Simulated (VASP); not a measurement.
Input of a VASP 6.6.1 run:

Contents of POSCAR:

```
CaO
1.0
    2.9032089683      0.0000000000      0.0000000000
    0.0000000000      2.9032089683      0.0000000000
    0.0000000000      0.0000000000      2.9032089683
Ca O
1 1
Direct
    0.0000000000      0.0000000000      0.0000000000
    0.5000000000      0.5000000000      0.5000000000
```

Contents of INCAR.step1:

```
SYSTEM = CaO
PREC = Accurate
ENCUT = 520
ISMEAR = 0
SIGMA = 0.01
LREAL = .FALSE.
LASPH = .TRUE.
NELM = 100
NBANDS = 15
GGA = PE
ALGO = Normal
EDIFF = 1E-4
LWAVE = .TRUE.
LCHARG = .FALSE.
```

The input INCAR.step2:

```
SYSTEM = CaO
PREC = Accurate
ENCUT = 520
EDIFF = 1E-6
ISMEAR = 0
SIGMA = 0.01
LREAL = .FALSE.
LASPH = .TRUE.
NELM = 100
ALGO = Normal
ISIF = 2
LWAVE = .FALSE.
LCHARG = .FALSE.
METAGGA = R2SCAN
LMIXTAU = .TRUE.
NBANDS = 15
ISTART = 1
```

File KPOINTS:

```
regular mesh
0
G
  4 4 4
  0 0 0
```

Potentials or basis: VASP PAW PBE potentials, release 64 (Ca_sv, O).

The run is started by

```console
$ cat potpaw_PBE.64/Ca_sv/POTCAR potpaw_PBE.64/O/POTCAR > POTCAR
$ cp INCAR.step1 INCAR
$ mpirun -np 1 vasp_std > vasp.out
$ cp INCAR.step2 INCAR
$ mpirun -np 1 vasp_std > vasp.out
```

(1) Estimate the pressure.

(2) Estimate the band gap on the k mesh.

## Answers

(1) 1.1 GPa.

(2) 3.26 eV (least direct gap 3.56 eV).

Caveat: the k points lie up to 0.54 Å⁻¹ apart; the structure was generated, so it needn't be the stable form of CaO; the PAW data sets were made with another functional, which shifts forces and pressure a little.
